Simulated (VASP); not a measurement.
# MgO2 (Pa-3) in VASP: notebook

MgO2 is run at these levels: PBEsol; tasks: single point.

Program: VASP 6.6.1. These are calculated values, not measurements. Logs are shortened: lines on timing, memory, paths and dates and some standing lists are left out, and cuts for length are marked.

### 1 The cell of the first run

The structure is cubic, space group Pa-3 (No. 205). The conventional cell has a = 4.889 Å, b = 4.889 Å, c = 4.889 Å, α = 90.00°, β = 90.00°, γ = 90.00°. Within 2.8 Å of Mg (site symmetry -3) lie 6 O at 2.10 Å. O (site symmetry 3) has 1 O at 1.49 Å within 2.0 Å.

### 2 Single point, PBEsol (9.74 Å³/atom)

File INCAR:

```
PREC = Accurate
ENCUT = 840
EDIFF = 1E-6
ISMEAR = 0
SIGMA = 0.02
LREAL = F
LASPH = T
NELM = 120
ALGO = Normal
ISIF = 2
LWAVE = F
LCHARG = T
GGA = PS
LELF = T
LVHAR = T
NBANDS = 56
GGA_COMPAT = F
```

File KPOINTS:

```
regular mesh
0
Gamma
  6 6 6
```

File POSCAR:

```
MgO2
1.0
    4.8887628866      0.0000000000      0.0000000000
    0.0000000000      4.8887628866      0.0000000000
    0.0000000000      0.0000000000      4.8887628866
Mg O
4 8
Direct
    0.0000000000      0.5000000000      0.5000000000
    0.5000000000      0.5000000000      0.0000000000
    0.5000000000      0.0000000000      0.5000000000
    0.0000000000      0.0000000000      0.0000000000
    0.4121770921      0.0878229079      0.9121770921
    0.0878229079      0.9121770921      0.4121770921
    0.9121770921      0.4121770921      0.0878229079
    0.5878229079      0.5878229079      0.5878229079
    0.4121770921      0.4121770921      0.4121770921
    0.0878229079      0.5878229079      0.9121770921
    0.9121770921      0.0878229079      0.5878229079
    0.5878229079      0.9121770921      0.0878229079
```

Potentials or basis: VASP PAW PBE potentials, release 64 (Mg_sv, O).

The run is started by

```
$ cat potpaw_PBE.64/Mg_sv/POTCAR potpaw_PBE.64/O/POTCAR > POTCAR
$ mpirun -np 1 vasp_std > vasp.out
```

OUTCAR:

```text
PREC = Accurate
   ENCUT = 840
   EDIFF = 1E-6
   ISMEAR = 0
   LREAL = F
   LASPH = T
   NELM = 120
   ISIF = 2
   GGA = PS

 ion  position               nearest neighbor table
   1  0.000  0.500  0.500-   6 2.10   7 2.10   8 2.10   9 2.10  10 2.10  11 2.10
   2  0.500  0.500  0.000-   5 2.10   7 2.10   8 2.10   9 2.10  10 2.10  12 2.10
   3  0.500  0.000  0.500-   5 2.10   6 2.10   8 2.10   9 2.10  11 2.10  12 2.10
   4  0.000  0.000  0.000-   5 2.10   6 2.10   7 2.10  10 2.10  11 2.10  12 2.10
   5  0.412  0.088  0.912-  12 1.49   3 2.10   4 2.10   2 2.10
   6  0.088  0.912  0.412-  11 1.49   3 2.10   4 2.10   1 2.10
   7  0.912  0.412  0.088-  10 1.49   2 2.10   4 2.10   1 2.10
   8  0.588  0.588  0.588-   9 1.49   2 2.10   3 2.10   1 2.10
   9  0.412  0.412  0.412-   8 1.49   2 2.10   3 2.10   1 2.10
  10  0.088  0.588  0.912-   7 1.49   2 2.10   4 2.10   1 2.10
  11  0.912  0.088  0.588-   6 1.49   3 2.10   4 2.10   1 2.10
  12  0.588  0.912  0.088-   5 1.49   3 2.10   4 2.10   2 2.10

  LATTYP: Found a simple cubic cell.
 ALAT       =     4.8887628866

  Lattice vectors:

 A1 = (   4.8887628866,   0.0000000000,   0.0000000000)
 A2 = (   0.0000000000,   4.8887628866,   0.0000000000)
 A3 = (   0.0000000000,   0.0000000000,   4.8887628866)

Analysis of symmetry for initial positions (statically):
=====================================================================
 Subroutine PRICEL returns:
 Original cell was already a primitive cell.

 Routine SETGRP: Setting up the symmetry group for a
 simple cubic supercell.

 Subroutine GETGRP returns: Found 24 space group operations
 (whereof  6 operations were pure point group operations)
 out of a pool of 48 trial point group operations.

The static configuration has the point symmetry S_6 .
 The point group associated with its full space group is T_h .

Analysis of symmetry for dynamics (positions and initial velocities):
=====================================================================
 Subroutine PRICEL returns:
 Original cell was already a primitive cell.

 Routine SETGRP: Setting up the symmetry group for a
 simple cubic supercell.

 Subroutine GETGRP returns: Found 24 space group operations
 (whereof  6 operations were pure point group operations)
 out of a pool of 48 trial point group operations.

The dynamic configuration has the point symmetry S_6 .
 The point group associated with its full space group is T_h .

[... 128 lines left out ...]
   NELECT =      88.0000    total number of electrons
   NUPDOWN=      -1.0000    fix difference up-down
   EMIN   =  10.00;   EMAX   =-10.00  energy-range for DOS
   EFERMI =   0.00;   METHOD = LEGACY
   ISMEAR =     0;   SIGMA  =   0.02  broadening in eV -4-tet -1-fermi 0-gaus
   EFERMI_NEDOS =   21; number of points for ismear=-14 and -15
   IALGO  =     38    algorithm
   IMIX   =      4    mixing-type and parameters
     AMIX     =   0.40;   BMIX     =  1.00
     AMIX_MAG =   1.60;   BMIX_MAG =  1.00
  volume/ion in A,a.u.               =       9.74        65.71
  Fermi-wavevector in a.u.,A,eV,Ry     =   1.489487  2.814722 30.185502  2.218572
  Thomas-Fermi vector in A             =   2.602389
   LORBIT       =      0    0 simple, 1 ext, 2 COOP (PROOUT), +10 PAW based schemes
   GGA     = PS    functional components
   LHFCALC =     F    Hartree Fock is set to
   AEXX    =    0.0000 exact exchange contribution
   IVDW    =     0    specifies the selected vdW correction
   LEPSILON=     F    determine dielectric tensor
   LRPA    =     F    only Hartree local field effects (RPA)
 non-spin polarized calculation
 Gauss-broadening in eV      SIGMA  =   0.02
  energy-cutoff  :      840.00
  volume of cell :      116.84
 maximum number of plane-waves:      6499
 NGX is ok and might be reduce to    48
   NGX = 23   NGY = 23   NGZ = 23

 number of electron      88.0000057 magnetization

 Free energy of the ion-electron system (eV)
  ---------------------------------------------------
  ext. energy  EPLUGINS =         0.00000000
  ---------------------------------------------------
  free energy    TOTEN  =       -69.65020578 eV

  energy without entropy =      -69.65020578  energy(sigma->0) =      -69.65020578

 E-fermi :   2.6486     XC(G=0): -11.0533

 val. band max:        2.4859208153   @ k =   0.0000   0.0000   0.0000
 cond. band min:       6.3390716628   @ k =   0.3333   0.1667   0.1667
 fundamental gap:      3.8531508475
 Fermi energy:         2.6486475080

 k-point     1 :       0.0000    0.0000    0.0000
  band No.  band energies     occupation
      1     -70.0065      2.00000
      2     -70.0048      2.00000
      3     -70.0048      2.00000
      4     -70.0048      2.00000
      5     -36.9756      2.00000
      6     -36.9756      2.00000
[... 1405 lines left out ...]
     55      13.2021      0.00000
     56      13.2021      0.00000

------------------------ aborting loop because EDIFF is reached ----------------------------------------

  FORCE on cell =-STRESS in cart. coord.  units (eV):
  Direction    XX          YY          ZZ          XY          YZ          ZX
  --------------------------------------------------------------------------------------
  -------------------------------------------------------------------------------------
  Total       -2.4247088     -2.4247088     -2.4247088      0.0000000      0.0000000      0.0000000
  in kB      -33.2485911    -33.2485911    -33.2485911      0.0000000      0.0000000      0.0000000
  external PRESSURE =     -33.2485911 kB  Pullay stress =       0.0000000 kB

 VOLUME and BASIS-vectors are now :
 -----------------------------------------------------------------------------
  energy-cutoff  :      840.00
  volume of cell :      116.84
      direct lattice vectors                 reciprocal lattice vectors
     4.888762887  0.000000000  0.000000000     0.204550726  0.000000000  0.000000000
     0.000000000  4.888762887  0.000000000     0.000000000  0.204550726  0.000000000
     0.000000000  0.000000000  4.888762887     0.000000000  0.000000000  0.204550726

 POSITION                                       TOTAL-FORCE (eV/Angst)
 -----------------------------------------------------------------------------------
      0.00000      2.44438      2.44438        -0.000000      0.000000      0.000000
      2.44438      2.44438      0.00000        -0.000000      0.000000      0.000000
      2.44438      0.00000      2.44438        -0.000000      0.000000      0.000000
      0.00000      0.00000      0.00000        -0.000000      0.000000      0.000000
      2.01504      0.42935      4.45942        -0.080619      0.080619     -0.080619
      0.42935      4.45942      2.01504         0.080619     -0.080619     -0.080619
      4.45942      2.01504      0.42935        -0.080619     -0.080619      0.080619
      2.87373      2.87373      2.87373         0.080619      0.080619      0.080619
      2.01504      2.01504      2.01504        -0.080619     -0.080619     -0.080619
      0.42935      2.87373      4.45942         0.080619      0.080619     -0.080619
      4.45942      0.42935      2.87373        -0.080619      0.080619      0.080619
      2.87373      4.45942      0.42935         0.080619     -0.080619      0.080619
 -----------------------------------------------------------------------------------
    total drift:                                0.000000      0.000000     -0.000000

  FREE ENERGIE OF THE ION-ELECTRON SYSTEM (eV)
  ---------------------------------------------------
  free  energy   TOTEN  =       -69.6502057767 eV

  energy  without entropy=      -69.6502057767  energy(sigma->0) =      -69.65020578
```

OSZICAR:

```text
N       E                     dE             d eps       ncg     rms          rms(c)
DAV:   1     0.122260110263E+04    0.12226E+04   -0.71251E+04  2728   0.250E+03
DAV:   2     0.304974754428E+02   -0.11921E+04   -0.11585E+04  3056   0.652E+02
DAV:   3    -0.636078088642E+02   -0.94105E+02   -0.93413E+02  3632   0.169E+02
DAV:   4    -0.738994348312E+02   -0.10292E+02   -0.10223E+02  4168   0.403E+01
DAV:   5    -0.745205692450E+02   -0.62113E+00   -0.62105E+00  3400   0.839E+00    0.186E+01
DAV:   6    -0.701604396648E+02    0.43601E+01   -0.95186E+00  3192   0.137E+01    0.873E+00
DAV:   7    -0.696979641434E+02    0.46248E+00   -0.15562E+00  3600   0.539E+00    0.338E+00
DAV:   8    -0.696517907844E+02    0.46173E-01   -0.28036E-01  3128   0.278E+00    0.581E-01
DAV:   9    -0.696514043899E+02    0.38639E-03   -0.63780E-02  3184   0.103E+00    0.381E-01
DAV:  10    -0.696500699632E+02    0.13344E-02   -0.78530E-03  3112   0.425E-01    0.890E-02
DAV:  11    -0.696502167062E+02   -0.14674E-03   -0.24774E-04  3296   0.802E-02    0.494E-02
DAV:  12    -0.696502048498E+02    0.11856E-04   -0.14761E-04  3208   0.551E-02    0.586E-03
DAV:  13    -0.696502057767E+02   -0.92696E-06   -0.64366E-06  2800   0.122E-02
   1 F= -.69650206E+02 E0= -.69650206E+02  d E =-.186241E-32
```

It took 2.1 min on 1 thread of Intel Xeon 6975P-C (Granite Rapids), shared host; peak memory 0.45 GiB.

What came out:

| Quantity | Value |
| --- | --- |
| Free energy | -69.6502 eV |
| Pressure | -3.3 GPa |
| Largest force | 0.140 eV/Å |
| Band gap on the k mesh | 3.85 eV (least direct gap 3.97 eV) |

Forces in eV/Å, atoms in the order of the input:
```
Mg   0.000  0.000  0.000
Mg   0.000  0.000  0.000
Mg   0.000  0.000  0.000
Mg   0.000  0.000  0.000
O   -0.081  0.081 -0.081
O    0.081 -0.081 -0.081
O   -0.081 -0.081  0.081
O    0.081  0.081  0.081
O   -0.081 -0.081 -0.081
O    0.081  0.081 -0.081
O   -0.081  0.081  0.081
O    0.081 -0.081  0.081
```

Caveat: the cell stands under tension; the PAW data sets were made with another functional, which shifts forces and pressure a little. A k mesh can miss the band edges.

### 3 Single point, PBEsol (10.40 Å³/atom)

This run uses another cell than the first one, of 10.40 Å³/atom.

File INCAR:

```
ALGO = Normal
EDIFF = 1E-6
ENCUT = 840
GGA = PS
GGA_COMPAT = F
ISIF = 2
ISMEAR = 0
LASPH = T
LCHARG = F
LREAL = F
LWAVE = F
NBANDS = 56
NELM = 120
PREC = Accurate
SIGMA = 0.02
```

File KPOINTS:

```
k-points
0
Gamma
  6 6 6
```

File POSCAR:

```
MgO2
1.0
    4.9970933274      0.0000000000      0.0000000000
    0.0000000000      4.9970933274      0.0000000000
    0.0000000000      0.0000000000      4.9970933274
Mg O
4 8
Direct
    0.0000000000      0.5000000000      0.5000000000
    0.5000000000      0.5000000000      0.0000000000
    0.5000000000      0.0000000000      0.5000000000
    0.0000000000      0.0000000000      0.0000000000
    0.4134348986      0.0865651014      0.9134348986
    0.0865651014      0.9134348986      0.4134348986
    0.9134348986      0.4134348986      0.0865651014
    0.5865651014      0.5865651014      0.5865651014
    0.4134348986      0.4134348986      0.4134348986
    0.0865651014      0.5865651014      0.9134348986
    0.9134348986      0.0865651014      0.5865651014
    0.5865651014      0.9134348986      0.0865651014
```

Potentials or basis: VASP PAW PBE potentials, release 64 (Mg_sv, O).

The run is started by

```
$ cat potpaw_PBE.64/Mg_sv/POTCAR potpaw_PBE.64/O/POTCAR > POTCAR
$ mpirun -np 1 vasp_std > vasp.out
```

Wall time 2 min (1 thread of Intel Xeon 6975P-C (Granite Rapids), shared host); peak memory 0.46 GiB.

The run converged. Its results:

```
Free energy            : -69.3084 eV
Pressure               : -10.2 GPa
Largest force          : 0.136 eV/Å
Band gap on the k mesh : 3.64 eV (least direct gap 3.73 eV)
```

Forces in eV/Å, atoms in the order of the input:
```
Mg   0.000  0.000  0.000
Mg   0.000  0.000  0.000
Mg   0.000  0.000  0.000
Mg   0.000  0.000  0.000
O   -0.078  0.078 -0.078
O    0.078 -0.078 -0.078
O   -0.078 -0.078  0.078
O    0.078  0.078  0.078
O   -0.078 -0.078 -0.078
O    0.078  0.078 -0.078
O   -0.078  0.078  0.078
O    0.078 -0.078  0.078
```

Levels at points of the mesh, in eV from the valence-band top:
```csv
k point,band 42,band 43,band 44,band 45,band 46,band 47
"(0.00, 0.00, 0.00)",-0.42,0.00,0.00,4.34,4.34,4.34
"(0.50, 0.00, 0.00)",-0.64,-0.11,-0.11,3.71,3.71,4.27
"(0.50, 0.50, 0.00)",-0.47,-0.47,-0.47,3.98,3.98,3.98
"(0.50, 0.50, 0.50)",-0.52,-0.52,-0.52,4.32,4.32,4.32
```

Caveat: the cell stands under tension; the PAW data sets were made with another functional, which shifts forces and pressure a little.
